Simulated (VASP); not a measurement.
Crystal: HfSc2O2.

```
CELL_PARAMETERS angstrom
3.81391 0.00000 0.00000
-1.90696 3.30294 0.00000
0.00000 0.00000 6.47527
ATOMIC_POSITIONS crystal
Hf 0.00000 0.00000 0.00000
Sc 0.33333 0.66667 0.62000
Sc 0.66667 0.33333 0.38000
O 0.33333 0.66667 0.26000
O 0.66667 0.33333 0.74000
```

| Item | Value |
| --- | --- |
| Program | VASP 6.6.1 |
| Task | relaxation of cell and atoms |
| Functional | PBE |
| Potentials or basis | VASP PAW PBE potentials, release 64 (Hf_pv, Sc_sv, O) |
| Cutoff | 600 eV |
| k mesh | 6 × 6 × 4 |
| Occupations | gaussian, width 0.1 eV |
| Spin | no spin polarisation |

At the start: pressure -12.5 GPa; volume 16.31 Å³/atom.

Task: How do energy, volume and symmetry change on relaxing?

Result: Over 33 steps the energy falls by 830.6 meV/atom and the volume is 14.11 Å³/atom (-13.5 %); space group P-3m1 (No. 164, to 0.1 Å) before and after.

Step by step:
```
step  energy change (eV)  largest force (eV/Å)  pressure (GPa)  volume (Å³)
   1              0.0000                3.1382          -12.54        81.57
   2             -1.3633                1.4151            6.55        67.35
   3             -1.3633                1.3847            6.90        67.21
   4             -1.8632                0.8539            6.62        69.21
   5             -2.0523                1.6104           10.03        71.30
   6             -2.4681                1.2126            1.91        76.81
   7             -2.6347                0.8179           -5.26        83.60
   8             -2.8667                0.9467           -4.07        82.98
   9             -2.9647                0.9612           -2.77        82.30
  10             -2.9701                0.9602           -2.42        82.10
  11             -3.1659                1.0079           -2.50        79.86
  12             -3.6033                0.9639           -0.91        73.37
  13             -3.1904                2.7290           19.18        61.45
  14             -3.6767                1.1283            1.49        70.80
  15             -3.7181                1.1131            7.20        66.02
  16             -3.7401                1.2291            4.05        68.18
  17             -3.9145                0.8779            0.79        68.66
  18             -3.9898                1.0514           -0.79        69.11
  19             -3.9550                1.4308            0.13        70.01
  20             -4.0045                1.1917           -1.12        69.42
  21             -4.1001                0.5661            1.48        68.67
  22             -4.1082                0.3510            2.69        68.39
  23             -4.1362                0.1183           -1.24        70.52
  24             -4.1363                0.1305           -1.03        70.39
  25             -4.1463                0.0604           -0.08        70.13
  26             -4.1472                0.0854            0.33        70.01
  27             -4.1492                0.0927           -0.11        70.28
  28             -4.1497                0.1048           -0.36        70.43
  29             -4.1511                0.0694            0.18        70.25
  30             -4.1513                0.0555            0.38        70.18
  31             -4.1523                0.0406            0.10        70.43
  32             -4.1525                0.0563           -0.02        70.54
  33             -4.1528                0.0256            0.05        70.55
```

Final structure:
```xyz
5
Lattice="3.2014 0.0000 0.0000 -1.6007 2.7725 0.0000 0.0000 0.0000 7.9489" Properties=species:S:1:pos:R:3 pbc="T T T"
Hf    3.2014    0.0000    0.0000
Sc    0.0000    1.8483    5.2880
Sc    1.6007    0.9242    2.6609
O     0.0000    1.8483    1.2545
O     1.6007    0.9242    6.6944
```

Caveat: a cell axis changed by over 15 % at a fixed basis, so the end point is rough.
